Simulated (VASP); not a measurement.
Input of a VASP 6.6.1 run:

POSCAR

```
C
1.0
    3.5602834153      0.0000000000      0.0000000000
    0.0000000000     -3.5602834153      0.0000000000
    0.0000000000      0.0000000000     -3.5602834153
C
8
Direct
    0.4935134347      0.0064865653      0.0064865653
    0.0000000000      0.5000000000      0.0000000000
    0.0000000000      0.0000000000      0.5000000000
    0.5000000000      0.5000000000      0.5000000000
    0.7500000000      0.7500000000      0.7500000000
    0.2500000000      0.2500000000      0.7500000000
    0.2500000000      0.7500000000      0.2500000000
    0.7500000000      0.2500000000      0.2500000000
```

Contents of INCAR.step1:

```
SYSTEM = C
  PREC = Accurate
  ENCUT = 910
  ISMEAR = 0
  SIGMA = 0.05
  LREAL = .FALSE.
  LASPH = .TRUE.
  NELM = 120
  NBANDS = 26
  GGA = PE
  ALGO = Normal
  EDIFF = 1E-5
  LWAVE = .TRUE.
  LCHARG = .FALSE.
  GGA_COMPAT = .FALSE.
```

The input INCAR.step2:

```
SYSTEM = C
  PREC = Accurate
  ENCUT = 910
  EDIFF = 1E-6
  ISMEAR = 0
  SIGMA = 0.05
  LREAL = .FALSE.
  LASPH = .TRUE.
  NELM = 120
  ALGO = Normal
  ISIF = 2
  LWAVE = .FALSE.
  LCHARG = .FALSE.
  METAGGA = R2SCAN
  LMIXTAU = .TRUE.
  NBANDS = 26
  ISTART = 1
  GGA_COMPAT = .FALSE.
```

File KPOINTS:

```
Automatic mesh
0
G
  6 6 6
  0 0 0
```

Potentials or basis: VASP PAW PBE potentials, release 64 (C_h).

Command:

```bash
$ cat potpaw_PBE.64/C_h/POTCAR > POTCAR
$ cp INCAR.step1 INCAR
$ mpirun -np 1 vasp_std > vasp.out
$ cp INCAR.step2 INCAR
$ mpirun -np 1 vasp_std > vasp.out
```

(1) Estimate the band gap on the k mesh.

(2) Predict the largest force.

Answers

(1) 4.19 eV.

(2) 1.755 eV/Å.

Caveat: the cell differs from its parent crystal (atom 1 (C) moved -0.040 Å towards its neighbour atom 5 (C) at 1.542 Å); the PAW data sets were made with another functional, which shifts forces and pressure a little.
